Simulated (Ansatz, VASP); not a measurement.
Cs3Pt in VASP and in Ansatz

```
CELL_PARAMETERS angstrom
5.69793 0.00000 0.00000
0.00000 5.69793 0.00000
0.00000 0.00000 5.69793
ATOMIC_POSITIONS crystal
Cs 0.00000 0.00000 0.50000
Cs 0.00000 0.50000 0.00000
Cs 0.50000 0.00000 0.00000
Pt 0.50000 0.50000 0.50000
```

Alike in both runs: functional PBE; k mesh 8 × 8 × 8; occupations gaussian, width 0.1 eV; no spin polarisation.

Ansatz relaxed the structure, and its values are those at the end. VASP's run is a single point on that final structure, the one shown.

|  | VASP | Ansatz |
| --- | --- | --- |
| version | VASP 6.6.1 | Ansatz 0.2.0 |
| potentials or method | VASP PAW PBE potentials, release 64 (Cs_sv, Pt), cutoff 520 eV | scalar-relativistic, plane waves, PAW |
| valence electrons in the cell | 37 | 45 |

|  | VASP | Ansatz | Ansatz less VASP |
| --- | --- | --- | --- |
| gap on the k mesh at the Fermi level (eV) | none | none | - |
| pressure (GPa) | 0.1 | 0.0 | -0.04 |

A gap of «none» marks a metal or a gap that the smearing closes. The functional is the same, so the differences come from potentials, cutoffs and numerics. VASP's potentials hold 37 valence electrons a cell and Ansatz's 45, so a difference there can come from the potentials and not from the codes.

Spin-orbit coupling is off throughout.
